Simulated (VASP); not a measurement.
Set up this calculation in VASP 6.6.1, as the native input.

```
Task                   : single point
Functional             : PBE
Potentials or basis    : VASP PAW PBE potentials, release 64 (Ru_pv, Rh_pv)
Cutoff                 : 520 eV
k mesh                 : 6 × 6 × 6
Occupations            : gaussian, width 0.1 eV
Spin                   : no spin polarisation
Dipole correction      : no
Further INCAR settings : ALGO = Fast; EDIFF = 1e-07; NBANDS = 29
```

The structure of RuRh2 lies in POSCAR:

```
RuRh2
1.0
    4.3056675152      0.0000000001      0.0000000000
   -2.1528337576      3.7288174483      0.0000000000
    0.0000000000      0.0000000000      2.6701911315
Ru Rh
1 2
Direct
    0.0000000000      0.0000000000      0.0000000000
    0.3333333333      0.6666666667      0.5000000000
    0.6666666667      0.3333333333      0.5000000000
```

The input as run:

INCAR

```
SYSTEM = RuRh2
PREC = Accurate
ENCUT = 520
EDIFF = 1E-7
ISMEAR = 0
SIGMA = 0.1
LREAL = .False.
LASPH = .True.
NELM = 100
ALGO = Fast
ISIF = 2
LWAVE = .False.
LCHARG = .False.
GGA = PE
NBANDS = 29
```

KPOINTS

```
Automatic mesh
0
Gamma
  6 6 6
  0 0 0
```

Potentials or basis: VASP PAW PBE potentials, release 64 (Ru_pv, Rh_pv).

Run with:

```bash
$ cat potpaw_PBE.64/Ru_pv/POTCAR potpaw_PBE.64/Rh_pv/POTCAR > POTCAR
$ mpirun -np 1 vasp_std > vasp.out
```

Results of the run:

The pressure is 0.1 GPa and the band gap on the k mesh is zero (bands 22 and 23 overlap by 2.36 eV).

Caveat: the k points lie up to 0.39 Å⁻¹ apart, too coarse for converged energies and pressures of a metal.

Wall time 17 s on 1 thread of AMD EPYC 9R45 96-Core Processor (Zen 5) (shared host), peak memory 0.14 GiB.
